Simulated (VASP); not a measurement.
A run of VASP 6.6.1 is set up as follows.

File POSCAR:

```
Ge
1.0
   -1.6879910177      1.6879910177      1.6879910177
    1.6879910177     -1.6879910177      1.6879910177
    1.6879910177      1.6879910177     -1.6879910177
Ge
1
Direct
    0.0000000000      0.0000000000      0.0000000000
```

Contents of INCAR.step1:

```
SYSTEM = Ge
PREC = Accurate ; ENCUT = 600
ISMEAR = -1 ; SIGMA = 0.1
LREAL = .FALSE. ; LASPH = .TRUE.
NELM = 60 ; GGA = PE
ALGO = Normal ; EDIFF = 1E-4
LWAVE = .TRUE. ; LCHARG = .FALSE.
```

INCAR.step2

```
SYSTEM = Ge
PREC = Accurate ; ENCUT = 600
EDIFF = 1E-7 ; ISMEAR = -1
SIGMA = 0.1 ; LREAL = .FALSE.
LASPH = .TRUE. ; NELM = 60
ALGO = Normal ; ISIF = 3
LWAVE = .FALSE. ; LCHARG = .FALSE.
METAGGA = R2SCAN ; LMIXTAU = .TRUE.
IBRION = 2 ; NSW = 80
EDIFFG = -0.01 ; ISTART = 1
```

File KPOINTS:

```
regular mesh
0
G
  13 13 13
  0 0 0
```

Potentials or basis: VASP PAW PBE potentials, release 64 (Ge_d).

Command:

```sh
$ cat potpaw_PBE.64/Ge_d/POTCAR > POTCAR
$ cp INCAR.step1 INCAR
$ mpirun -np 1 vasp_std > vasp.out
$ cp INCAR.step2 INCAR
$ mpirun -np 1 vasp_std > vasp.out
```

Q: What does it give for the relaxed volume?

A: 18.72 Å³/atom.

Q: Estimate the band gap on the k mesh.

A: Zero (bands 7 and 8 overlap by 12.83 eV).

Q: What does it give for the space group after relaxing (to 0.1 Å)?

A: Im-3m (No. 229).

The path:
```csv
step,energy change (eV),largest force (eV/Å),pressure (GPa),volume (Å³)
1,0.0000,0.0000,-1.78,19.24
2,-0.0029,0.0000,0.26,18.65
3,-0.0030,0.0000,0.02,18.72
```

Caveat: the PAW data sets were made with another functional, which shifts forces and pressure a little.
